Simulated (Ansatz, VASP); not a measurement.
**Two plane-wave programs on Ca2Al2O**

```
Ca Al O
1.0
     6.38577    0.00000    0.00000
     0.00000    6.38577    0.00000
     0.00000    0.00000    4.19060
Ca Al O
2 2 1
Direct
  0.50000 0.50000 0.50000
  0.00000 0.00000 0.50000
  0.50000 0.00000 0.50000
  0.00000 0.50000 0.50000
  0.00000 0.00000 0.00000
```

Alike in both runs: functional PBE; k mesh 4 × 4 × 4; occupations gaussian, width 0.1 eV; no spin polarisation.

Ansatz relaxed the structure, and its values are those at the end. VASP's run is a single point on that final structure, the one shown.

|  | VASP | Ansatz |
| --- | --- | --- |
| version | VASP 6.6.1 | Ansatz 0.2.0 |
| potentials or method | VASP PAW PBE potentials, release 64 (Ca_sv, Al, O), cutoff 520 eV | scalar-relativistic, plane waves, PAW |
| valence electrons in the cell | 32 | 32 |

```csv
,VASP,Ansatz,Ansatz less VASP
gap on the k mesh at the Fermi level (eV),none,none,-
pressure (GPa),0.1,0.0,-0.11
```

A gap of «none» marks a metal or a gap that the smearing closes.

The k mesh is coarse, so the values compare programs but aren't converged.
